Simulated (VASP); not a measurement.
## Pd: density of states with PBE

Slab: Pd, a slab with vacuum.

```xyz
1
Lattice="2.7903 0.0000 0.0000 0.0000 3.9461 0.0000 0.0000 0.0000 16.0000" Properties=species:S:1:pos:R:3 pbc="T T T"
Pd    0.0000    0.0000    8.0000
```

```json
{
 "Program": "VASP 6.6.1",
 "Task": "density of states",
 "Functional": "PBE",
 "Potentials or basis": "VASP PAW PBE potentials, release 64 (Pd)",
 "Cutoff": "520 eV",
 "k mesh": "12 × 8 × 1",
 "Occupations": "fermi-dirac, width 0.1 eV",
 "Spin": "no spin polarisation",
 "Dipole correction": "yes",
 "k mesh for the DOS": "18 × 12 × 1",
 "Occupations for the DOS": "tetrahedron",
 "Further INCAR settings": "ALGO = Normal; EDIFF = 1e-06"
}
```

* Valence electrons inside the program's atomic spheres: Pd 9.01

Levels at points of the mesh, in eV from the Fermi level:
```tsv
k point	band 3	band 4	band 5	band 6	band 7	band 8
(0.00, 0.00, 0.00)	-0.57	-0.56	0.04	0.05	2.94	5.07
(0.50, 0.00, 0.00)	-0.61	-0.29	-0.09	3.70	5.35	7.55
(0.00, 0.50, 0.00)	-0.60	-0.02	0.06	1.15	2.41	4.70
(0.50, 0.50, 0.00)	-0.45	-0.27	0.26	5.12	6.92	7.31
```

Run time: 100 s on 1 thread of Intel Xeon 6975P-C, on a shared host, peak memory 0.32 GiB.
